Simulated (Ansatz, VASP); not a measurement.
# SnO: VASP beside Ansatz

INCAR

```
PREC = Accurate ; ENCUT = 520
EDIFF = 1E-6 ; ISMEAR = 0
SIGMA = 0.01 ; LREAL = False
LASPH = True ; NELM = 60
ALGO = Normal ; ISIF = 2
LWAVE = False ; LCHARG = True
GGA = B5 ; ALDAX = 1.0
AGGAX = 1.0 ; AGGAC = 1.0
ALDAC = 0.0 ; LELF = True
LVHAR = True ; NBANDS = 28
```

The input KPOINTS:

```
regular mesh
0
Gamma
  4 2 3
```

File POSCAR:

```
SnO
1.0
    3.3550050000      0.0000000000      0.0000000000
    0.0000000000      5.6741040000      0.0000000000
    0.0000000000      0.0000000000      4.2219700000
Sn O
2 2
Direct
    0.0000000000      0.2319090000      0.5131440000
    0.5000000000      0.7680910000      0.0131440000
    0.0000000000      0.8912500000      0.7368570000
    0.5000000000      0.1087500000      0.2368570000
```

Input for Ansatz:

```yaml
crystal:
  lattice:
    - [3.355005, 0.0, 0.0]
    - [0.0, 5.674104, 0.0]
    - [0.0, 0.0, 4.22197]
  atoms:
    - { symbol: Sn, position: [0.0, 0.231909, 0.513144] }
    - { symbol: Sn, position: [0.5, 0.768091, 0.013144] }
    - { symbol: O, position: [0.0, 0.89125, 0.736857] }
    - { symbol: O, position: [0.5, 0.10875, 0.236857] }
kpoints:
  mp_grid:
    grid: [4, 2, 3]
hamiltonian:
  xc: blyp
scf:
  occupations:
    method: fixed
output:
  eigenvalues: true
```

Alike in both runs: task single point; functional BLYP; k mesh 4 × 2 × 3; no spin polarisation.

|  | VASP | Ansatz |
| --- | --- | --- |
| version | VASP 6.6.1 | Ansatz 0.2.0 |
| potentials or method | VASP PAW PBE potentials, release 64 (Sn_d, O) | plane waves, PAW |
| plane-wave cutoff (eV) | 520 | 420 |
| occupations | gaussian, width 0.01 eV | fixed |
| valence electrons in the cell | 40 | 40 |

|  | VASP | Ansatz | Ansatz less VASP |
| --- | --- | --- | --- |
| gap on the k mesh at the Fermi level (eV) | 1.84 | 1.86 | +0.020 |

VASP's potentials were made for PBE, not for BLYP.

The k mesh is coarse, so the values compare programs but aren't converged.
